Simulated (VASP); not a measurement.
Input of a VASP 6.6.1 run:

Contents of INCAR:

```
PREC = Accurate
ENCUT = 520
EDIFF = 1E-6
ISMEAR = -1
SIGMA = 0.05
LREAL = False
LASPH = True
NELM = 60
ALGO = Normal
ISIF = 2
LWAVE = False
LCHARG = False
GGA = PE
NBANDS = 16
```

KPOINTS

```
regular mesh
0
Gamma
  8 8 8
```

File POSCAR:

```
TaTe
1.0
    3.3971356842      0.0000000000      0.0000000000
    0.0000000000      3.3971356842      0.0000000000
    0.0000000000      0.0000000000      3.3971356842
Ta Te
1 1
Direct
    0.5000000000      0.5000000000      0.5000000000
    0.0000000000      0.0000000000      0.0000000000
```

Potentials or basis: VASP PAW PBE potentials, release 64 (Ta_pv, Te).

Run with:

```bash
$ cat potpaw_PBE.64/Ta_pv/POTCAR potpaw_PBE.64/Te/POTCAR > POTCAR
$ mpirun -np 1 vasp_std > vasp.out
```

Task: What does it give for the pressure?

Result: 3.2 GPa.
